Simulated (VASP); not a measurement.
# Zn (I4/mmm) in VASP: further runs, part 2 of 2

VASP 6.6.1.

## Step 3: Single point, PBE (13.63 Å³/atom)

Contents of INCAR:

```
PREC = Accurate
ENCUT = 520
EDIFF = 1E-6
ISMEAR = 0
SIGMA = 0.1
LREAL = F
LASPH = T
NELM = 80
ALGO = Fast
ISIF = 2
LWAVE = F
LCHARG = T
GGA = PE
LELF = T
LVHAR = T
NBANDS = 12
```

Contents of KPOINTS:

```
regular mesh
0
Gamma
  26 26 26
```

Contents of POSCAR:

```
Zn
1.0
   -1.6280206827      1.6280206827      1.2857897589
    1.6280206827     -1.6280206827      1.2857897589
    1.6280206827      1.6280206827     -1.2857897589
Zn
1
Direct
    0.5000000000      0.5000000000      0.0000000000
```

Potentials or basis: VASP PAW PBE potentials, release 64 (Zn).

Run with:

```bash
$ cat potpaw_PBE.64/Zn/POTCAR > POTCAR
$ mpirun -np 1 vasp_std > vasp.out
```

OUTCAR:

```text
PREC = Accurate
   ENCUT = 520
   EDIFF = 1E-6
   ISMEAR = 0
   LREAL = F
   LASPH = T
   NELM = 80
   ISIF = 2
   GGA = PE

 ion  position               nearest neighbor table
   1  0.500  0.500  0.000-

  LATTYP: Found a body centered tetragonal cell.
 ALAT       =     3.2560413654
 C/A-ratio  =     0.7897871155

  Lattice vectors:

 A1 = (  -1.6280206827,   1.6280206827,   1.2857897589)
 A2 = (   1.6280206827,  -1.6280206827,   1.2857897589)
 A3 = (   1.6280206827,   1.6280206827,  -1.2857897589)

Analysis of symmetry for initial positions (statically):
=====================================================================
 Subroutine PRICEL returns:
 Original cell was already a primitive cell.

 Routine SETGRP: Setting up the symmetry group for a
 body centered tetragonal supercell.

 Subroutine GETGRP returns: Found 16 space group operations
 (whereof 16 operations were pure point group operations)
 out of a pool of 16 trial point group operations.

The static configuration has the point symmetry D_4h.

Analysis of symmetry for dynamics (positions and initial velocities):
=====================================================================
 Subroutine PRICEL returns:
 Original cell was already a primitive cell.

 Routine SETGRP: Setting up the symmetry group for a
 body centered tetragonal supercell.

 Subroutine GETGRP returns: Found 16 space group operations
 (whereof 16 operations were pure point group operations)
 out of a pool of 16 trial point group operations.

The dynamic configuration has the point symmetry D_4h.

 Subroutine INISYM returns: Found 16 space group operations
 (whereof 16 operations are pure point group operations),
 and found     1 'primitive' translations

----------------------------------------------------------------------------------------

                                     Primitive cell

  volume of cell :      13.6317

  direct lattice vectors                    reciprocal lattice vectors
    -1.628020683  1.628020683  1.285789759     0.000000000  0.307121405  0.388866062
     1.628020683 -1.628020683  1.285789759     0.307121405  0.000000000  0.388866062
     1.628020683  1.628020683 -1.285789759     0.307121405  0.307121405  0.000000000

  length of vectors
     2.637073755  2.637073755  2.637073755     0.495520304  0.495520304  0.434335257

  position of ions in fractional coordinates (direct lattice)
     0.500000000  0.500000000  0.000000000

  ion indices of the primitive-cell ions
   primitive index   ion index
                 1           1

----------------------------------------------------------------------------------------

 KPOINTS: regular mesh

Automatic generation of k-mesh.
 Grid dimensions read from file:
 generate k-points for:   26   26   26

 Generating k-lattice:

  Cartesian coordinates                     Fractional coordinates (reciprocal lattice)
     0.000000000  0.011812362  0.014956387     0.038461538  0.000000000  0.000000000
     0.011812362  0.000000000  0.014956387     0.000000000  0.038461538  0.000000000
     0.011812362  0.011812362  0.000000000     0.000000000  0.000000000  0.038461538

  Length of vectors
     0.019058473  0.019058473  0.016705202

  Shift w.r.t. Gamma in fractional coordinates (k-lattice)
     0.000000000  0.000000000  0.000000000

 Subroutine IBZKPT returns following result:
 ===========================================

 Found   1330 irreducible k-points:

 Following reciprocal coordinates:
            Coordinates               Weight
  0.000000  0.000000  0.000000      1.000000
  0.038462  0.000000  0.000000      8.000000
  0.076923  0.000000  0.000000      8.000000
  0.115385  0.000000  0.000000      8.000000
  0.153846  0.000000  0.000000      8.000000
  0.192308 -0.000000  0.000000      8.000000
[... 16 lines left out ...]
  0.346154  0.038462  0.000000     16.000000
  0.384615  0.038462  0.000000     16.000000
 [... further k-points ...]
   k-points           NKPTS =   1330   k-points in BZ     NKDIM =   1330   number of bands    NBANDS=     12
   number of dos      NEDOS =    301   number of ions     NIONS =      1
   total plane-waves  NPLWV =   8000
   dimension x,y,z NGX =    20 NGY =   20 NGZ =   20
   dimension x,y,z NGXF=    40 NGYF=   40 NGZF=   40
   ions per type =               1
   NGX,Y,Z   is equivalent  to a cutoff of  12.61, 12.61, 12.61 a.u.
   NGXF,Y,Z  is equivalent  to a cutoff of  25.22, 25.22, 25.22 a.u.
 SYSTEM =  unknown system
   PREC   = accura    normal or accurate (medium, high low for compatibility)
   ISTART =      0    job   : 0-new  1-cont  2-samecut
   ICHARG =      2    charge: 1-file 2-atom 10-const
   ISPIN  =      1    spin polarized calculation?
   LNONCOLLINEAR =      F non collinear calculations
   LSORBIT =      F    spin-orbit coupling
   LASPH  =      T    aspherical Exc in radial PAW
   ENCUT  =  520.0 eV  38.22 Ry    6.18 a.u.   4.90  4.90  4.90*2*pi/ulx,y,z
   NELM   =     80;   NELMIN=  2; NELMDL= -5     # of ELM steps
   EDIFF  = 0.1E-05   stopping-criterion for ELM
   LREAL  =      F    real-space projection
   EDIFFG = 0.1E-04   stopping-criterion for IOM
   NSW    =      0    number of steps for IOM
   IBRION =     -1    ionic relax: 0-MD 1-quasi-New 2-CG
   NFREE  =      0    steps in history (QN), initial steepest desc. (CG)
   ISIF   =      2    stress and relaxation
   ISYM   =      2    0-nonsym 1-usesym 2-fastsym
   POTIM  = 0.5000    time-step for ionic-motion
   TEBEG  =    0.0;   TEEND  =   0.0 temperature during run
   PSTRESS=    0.0 pullay stress
   NELECT =      12.0000    total number of electrons
   NUPDOWN=      -1.0000    fix difference up-down
   EMIN   =  10.00;   EMAX   =-10.00  energy-range for DOS
   EFERMI =   0.00;   METHOD = LEGACY
   ISMEAR =     0;   SIGMA  =   0.10  broadening in eV -4-tet -1-fermi 0-gaus
   EFERMI_NEDOS =   21; number of points for ismear=-14 and -15
   IALGO  =     68    algorithm
   IMIX   =      4    mixing-type and parameters
     AMIX     =   0.40;   BMIX     =  1.00
     AMIX_MAG =   1.60;   BMIX_MAG =  1.00
  volume/ion in A,a.u.               =      13.63        91.99
  Fermi-wavevector in a.u.,A,eV,Ry     =   1.568984  2.964951 33.493630  2.461712
  Thomas-Fermi vector in A             =   2.670934
   LORBIT       =      0    0 simple, 1 ext, 2 COOP (PROOUT), +10 PAW based schemes
   GGA     = PE    functional components
   LHFCALC =     F    Hartree Fock is set to
   AEXX    =    0.0000 exact exchange contribution
   IVDW    =     0    specifies the selected vdW correction
   LEPSILON=     F    determine dielectric tensor
   LRPA    =     F    only Hartree local field effects (RPA)
 non-spin polarized calculation
 RMM-DIIS sequential band-by-band and
 Gauss-broadening in eV      SIGMA  =   0.10
  energy-cutoff  :      520.00
  volume of cell :       13.63
 maximum number of plane-waves:       380
   NGX =  9   NGY =  9   NGZ =  9

 number of electron      11.9999991 magnetization

 Free energy of the ion-electron system (eV)
  ---------------------------------------------------
  ext. energy  EPLUGINS =         0.00000000
  ---------------------------------------------------
  free energy    TOTEN  =        -1.02725366 eV

  energy without entropy =       -1.02620942  energy(sigma->0) =       -1.02673154

 E-fermi :   3.9049     XC(G=0): -12.1357

 val. band max:        3.8833933592   @ k =  -0.2308  -0.4231   0.2308
 cond. band min:       3.9125825654   @ k =  -0.3846   0.4615   0.0769
 fundamental gap:      0.0291892062
 Fermi energy:         3.9048890144

 k-point     1 :       0.0000    0.0000    0.0000
  band No.  band energies     occupation
      1      -7.3667      2.00000
      2      -4.4432      2.00000
      3      -3.9877      2.00000
      4      -3.8327      2.00000
      5      -3.8327      2.00000
      6      -3.3764      2.00000
      7      20.5782      0.00000
      8      20.5782      0.00000
      9      23.4778      0.00000
     10      25.1817      0.00000
     11      28.9393      0.00000
     12      28.9395      0.00000
[... 331 lines left out ...]
 k-point    24 :       0.3846    0.0385    0.0000
  band No.  band energies     occupation
      1      -4.9053      2.00000
      2      -4.6190      2.00000
      3      -3.6109      2.00000
      4      -3.3040      2.00000
      5      -3.2013      2.00000
      6      -0.4450      2.00000
      7       7.2087      0.00000
      8      15.2999      0.00000
      9      15.9411      0.00000
     10      19.5490      0.00000
     11      21.3336      0.00000
     12      28.7407      0.00000

 [... further k-points ...]

------------------------ aborting loop because EDIFF is reached ----------------------------------------

  FORCE on cell =-STRESS in cart. coord.  units (eV):
  Direction    XX          YY          ZZ          XY          YZ          ZX
  --------------------------------------------------------------------------------------
  -------------------------------------------------------------------------------------
  Total        1.0055390      1.0055390      1.0224088      0.0000000     -0.0000000      0.0000000
  in kB      118.1842742    118.1842742    120.1670453      0.0000000     -0.0000000      0.0000000
  external PRESSURE =     118.8451979 kB  Pullay stress =       0.0000000 kB

 VOLUME and BASIS-vectors are now :
 -----------------------------------------------------------------------------
  energy-cutoff  :      520.00
  volume of cell :       13.63
      direct lattice vectors                 reciprocal lattice vectors
    -1.628020683  1.628020683  1.285789759     0.000000000  0.307121405  0.388866062
     1.628020683 -1.628020683  1.285789759     0.307121405  0.000000000  0.388866062
     1.628020683  1.628020683 -1.285789759     0.307121405  0.307121405  0.000000000

 POSITION                                       TOTAL-FORCE (eV/Angst)
 -----------------------------------------------------------------------------------
      0.00000      0.00000      1.28579         0.000000      0.000000      0.000000
 -----------------------------------------------------------------------------------
    total drift:                               -0.000000     -0.000000      0.000000

  FREE ENERGIE OF THE ION-ELECTRON SYSTEM (eV)
  ---------------------------------------------------
  free  energy   TOTEN  =        -1.0272536639 eV

  energy  without entropy=       -1.0262094168  energy(sigma->0) =       -1.02673154
```

stdout:

```text
POSCAR found type information on POSCAR Zn
 POSCAR found :  1 types and       1 ions
 scaLAPACK will be used
 LDA part: xc-table for (Slater+PW92), standard interpolation
 POSCAR, INCAR and KPOINTS ok, starting setup
 FFT: planning ... GRIDC
 FFT: planning ... GRID_SOFT
 FFT: planning ... GRID
 WAVECAR not read
 entering main loop
WARNING in EDDRMM: call to ZHEGV failed, returncode =   6  3     12
WARNING in EDDRMM: call to ZHEGV failed, returncode =   6  3     11
```

Wall time 4.6 min (1 thread of Intel Xeon 8259CL, shared host); peak memory 0.27 GiB.

Results:

* Free energy: -1.0273 eV
* Pressure: 11.9 GPa
* Band gap on the k mesh: zero (bands 6 and 7 overlap by 5.66 eV)

Levels at points of the mesh, in eV from the Fermi level:
```tsv
k point	band 3	band 4	band 5	band 6	band 7	band 8	band 9	band 10
(0.00, 0.00, 0.00)	-7.89	-7.74	-7.74	-7.28	16.67	16.67	19.57	21.28
(0.50, 0.00, 0.00)	-7.52	-7.08	-7.05	-2.36	0.62	11.14	11.96	15.07
(0.50, 0.50, 0.00)	-7.91	-7.54	-7.05	-3.90	-2.22	17.51	18.83	21.24
(0.50, 0.50, 0.50)	-7.12	-7.12	-7.04	2.16	2.16	5.77	7.27	10.84
```

Caveat: the cell stands under pressure.

## Step 4: Single point, PBE (14.10 Å³/atom)

Contents of INCAR:

```
ALGO = Fast ; EDIFF = 1E-6
ENCUT = 520 ; GGA = PE
ISIF = 2 ; ISMEAR = 0
LASPH = True ; LCHARG = False
LREAL = False ; LWAVE = False
NBANDS = 12 ; NELM = 60
PREC = Accurate ; SIGMA = 0.1
```

Contents of KPOINTS:

```
k-points
0
Gamma
  26 26 26
```

Contents of POSCAR:

```
Zn
1.0
   -1.6565179582      1.6565179582      1.2842696567
    1.6565179582     -1.6565179582      1.2842696567
    1.6565179582      1.6565179582     -1.2842696567
Zn
1
Direct
    0.5000000000      0.5000000000      0.0000000000
```

Run with:

```bash
$ cat potpaw_PBE.64/Zn/POTCAR > POTCAR
$ mpirun -np 1 vasp_std > vasp.out
```

Run time: 5 min. Hardware: 1 thread of Intel Xeon 8259CL, shared host; peak memory 0.28 GiB.

Results (log left out):

| Item | Value |
| --- | --- |
| Free energy | -1.0563 eV |
| Pressure | 8.4 GPa |
| Band gap on the k mesh | zero (bands 6 and 7 overlap by 6.07 eV) |

Stress tensor (GPa, compression positive):
```
8.24 0.00 0.00
0.00 8.24 0.00
0.00 0.00 8.58
```

Levels at points of the mesh, in eV from the Fermi level:
| k point | band 2 | band 3 | band 4 | band 5 | band 6 | band 7 | band 8 | band 9 | band 10 | band 11 |
| --- | --- | --- | --- | --- | --- | --- | --- | --- | --- | --- |
| (0.00, 0.00, 0.00) | -8.22 | -7.83 | -7.60 | -7.60 | -7.20 | 15.99 | 15.99 | 18.88 | 20.62 | 24.93 |
| (0.50, 0.00, 0.00) | -8.42 | -7.43 | -7.02 | -6.96 | -2.14 | 0.67 | 10.86 | 11.66 | 14.74 | 16.59 |
| (0.50, 0.50, 0.00) | -7.83 | -7.75 | -7.45 | -6.99 | -3.76 | -2.35 | 17.57 | 19.01 | 21.32 | 22.27 |
| (0.50, 0.50, 0.50) | -8.59 | -7.05 | -7.05 | -6.97 | 2.01 | 2.01 | 5.26 | 7.07 | 11.22 | 15.72 |

Caveat: the cell stands under pressure.

## Step 5: Summary

```tsv
cell	k mesh	further INCAR settings	gap on the mesh (eV)	pressure (GPa)
a = 3.215, b = 3.215, c = 2.958 Å, 2 atoms, atomic positions A	6 × 6 × 6	ALGO = Fast; EDIFF = 1e-06; NBANDS = 19	none	-0.1
a = 2.637 Å, angles 103.8, 103.8, 121.6°, 1 atom, atomic positions B	26 × 26 × 26	ALGO = Fast; EDIFF = 1e-06; NBANDS = 12	none	11.9
a = 2.672 Å, angles 103.4, 103.4, 122.5°, 1 atom, atomic positions B	26 × 26 × 26	ALGO = Fast; EDIFF = 1e-06; NBANDS = 12	none	8.4
```

Alike in all rows: task single point; level PBE; potentials or basis VASP PAW PBE potentials, release 64 (Zn); no spin polarisation; cutoff (eV) 520; smearing gaussian 0.1 eV.

Caveats: the cell stands under pressure (at least some runs).

Absolute energies hang on the potentials; compare differences alone.
